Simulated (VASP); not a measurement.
A run of VASP 6.6.1 is set up as follows.

The input INCAR:

```
SYSTEM = H2CS2O
ALGO = Normal
EDIFF = 1E-6
ENCUT = 520
GGA = PE
GGA_COMPAT = .FALSE.
ISIF = 2
ISMEAR = -1
IVDW = 12
LASPH = .TRUE.
LCHARG = .FALSE.
LREAL = .FALSE.
LWAVE = .FALSE.
NBANDS = 66
NELM = 120
PREC = Accurate
SIGMA = 0.02
```

File KPOINTS:

```
k-points
0
G
  1 1 1
  0 0 0
```

The input POSCAR:

```
H2CS2O
1.0
    8.3010310000      0.0000000000      0.0000000000
    0.0000000000      8.3010310000      0.0000000000
    0.0000000000      0.0000000000      8.3010310000
O H S C
4 8 8 4
Direct
    0.5039855893      0.9897204335      0.3501131365
    0.8066467888      0.2177440369      0.5103944317
    0.1025776196      0.5791690213      0.7952024273
    1.0025863052      0.2743514631      0.2137204403
    0.4982393151      0.9059718004      0.2673402858
    0.5695918977      0.9230058290      0.4139726740
    0.8613749304      0.2499809963      0.6230430895
    0.7465337739      0.3210926450      0.4679659671
    0.1537881258      0.4653638807      0.7913956712
    0.2045167642      0.6306445549      0.8401245580
    0.8974306926      0.2838924466      0.2496195954
    1.0397865036      0.3793263752      0.2592569525
    0.1676418267      0.1369588910      0.9478943037
    0.4373312183      0.0723765518      0.6808069986
    0.2296582196      0.5089006414      0.4507753314
    0.4463180537      0.5218628867      0.1423317176
    0.7776142506      0.9546284070      1.0106575918
    0.6936005901      0.8008643746      0.6784097060
    1.0653014065      0.9034660875      0.2464151742
    0.8888534448      0.5905531494      0.2679667140
    0.3104674588      0.0804719317      0.8142723476
    0.3408974138      0.4980104279      0.2916264257
    0.7262471373      0.9024903051      0.8341855367
    1.0352569458      0.7274879470      0.2895784873
```

Potentials or basis: VASP PAW PBE potentials, release 64 (O, H, S, C).

Launch:

```sh
$ cat potpaw_PBE.64/O/POTCAR potpaw_PBE.64/H/POTCAR potpaw_PBE.64/S/POTCAR potpaw_PBE.64/C/POTCAR > POTCAR
$ mpirun -np 1 vasp_gam > vasp.out
```

Task: Predict the pressure.

Result: -1.1 GPa.

Task: Predict the dispersion energy per atom.

Result: -0.069 eV.

Task: What does it give for the largest force?

Result: 5.057 eV/Å.

Forces on the atoms (eV/Å):
```
O   -0.674 -0.180 -1.550
O   -0.085  2.690  1.849
O    3.069 -1.616  0.649
O    2.625  0.187 -0.628
H   -0.749  0.596 -0.856
H    1.495 -0.415  2.123
H   -1.562 -0.500 -3.091
H    1.467 -2.169  1.452
H   -1.449  1.587  0.018
H   -1.653 -0.059 -0.547
H   -2.732 -0.530  0.796
H    0.309 -0.736 -0.444
S    2.735 -1.277 -2.435
S    0.159 -0.078 -0.405
S    1.553 -0.355 -1.647
S    0.778 -0.099 -1.085
S   -0.651  0.318 -1.449
S    0.214  0.269  0.026
S    2.145  1.777  0.338
S    1.593  1.380  0.835
C   -3.309  1.986  2.730
C   -1.653  0.565  2.859
C    0.782 -1.048  1.405
C   -4.408 -2.293 -0.944
```

Caveat: the k points lie up to 0.76 Å⁻¹ apart.
